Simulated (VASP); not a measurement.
Runs of VASP 6.6.1 on Mg. The structure is that of space group Fm-3m (No. 225), or close to it. The cells are those of the table. This isn't the form of Mg at room conditions, which is hcp.

```csv
level,potentials or basis,cell,k mesh,cutoff (eV),smearing,dipole correction,grid for exact exchange (PRECFOCK),share of exact exchange,screening parameter,gap on the mesh (eV),pressure (GPa)
HSE06,"VASP PAW PBE potentials, release 64 (Mg)","a = 3.153 Å, angles 60.0°, 1 atom",7 × 7 × 7,520,gaussian 0.01 eV,no,Normal,0.25,0.2079 1/Å,none,(b)
HSE06,"VASP PAW PBE potentials, release 64 (Mg)","a = 3.216 Å, angles 60.0°, 1 atom",7 × 7 × 7,520,gaussian 0.01 eV,no,Normal,0.25,0.2079 1/Å,none,-0.9
HSE06,"VASP PAW PBE potentials, release 64 (Mg)","a = 3.236 Å, angles 60.0°, 1 atom",7 × 7 × 7,520,gaussian 0.01 eV,no,Normal,0.25,0.2079 1/Å,none,(a)
LDA,"VASP PAW LDA potentials, release 64 (Mg)","a = 3.174 Å, angles 60.0°, 1 atom",13 × 13 × 13,450,methfessel-paxton 0.1 eV,-,-,-,-,none,-1.7
r2SCANh,"VASP PAW PBE potentials, release 64 (Mg)","a = 3.245, b = 3.215, c = 3.182 Å, angles 58.5, 58.9, 57.8°, 1 atom",7 × 7 × 7,520,gaussian 0.15 eV,no,Normal,0.1,-,none,0.1
HSE06,"VASP PAW PBE potentials, release 64 (Mg)","a = 3.131 Å, angles 60.0°, 1 atom",7 × 7 × 7,520,gaussian 0.01 eV,no,Normal,0.25,0.2079 1/Å,none,2.3
```

Alike in all rows: task single point; no spin polarisation.

**Question.** Estimate the missing entries.

**Answer.** (a) -1.5; (b) 1.4.

Caveats: the PAW data sets were made with another functional, which shifts forces and pressure a little (at least some runs).

A gap of «none» marks levels without a gap at the run's occupations.
